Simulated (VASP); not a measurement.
Runs of VASP 6.6.1 on W. The structure is that of space group Fm-3m (No. 225), or close to it. The cells are those of the table. 

```csv
task,cell,k mesh,cutoff (eV),gap on the mesh (eV),pressure (GPa)
relaxation of cell and atoms,"relaxed from a = 2.819 Å, angles 60.0°, 1 atom",14 × 14 × 14,600,none,0.0
single point,"a = 2.817 Å, angles 60.0°, 1 atom",22 × 22 × 22,520,none,13.0
single point,"a = 2.855 Å, angles 60.0°, 1 atom",7 × 7 × 7,500,none,(a)
single point,"a = 2.855 Å, angles 60.0°, 1 atom",22 × 22 × 22,520,none,0.3
single point,"a = 2.736 Å, angles 60.0°, 1 atom",22 × 22 × 22,520,none,47.6
```

Alike in all rows: level PBE; potentials or basis VASP PAW PBE potentials, release 64 (W_sv); no spin polarisation; smearing fermi-dirac 0.1 eV.

**Question.** Fill in the values left out.

**Answer.** (a) 1.8.

Caveats: some runs use coarse meshes; spin-orbit coupling is left out, which moves the levels of the heavy elements.

A k mesh can miss the band edges, and the runs leave out spin-orbit coupling on W.

A gap of «none» marks levels without a gap at the run's occupations.
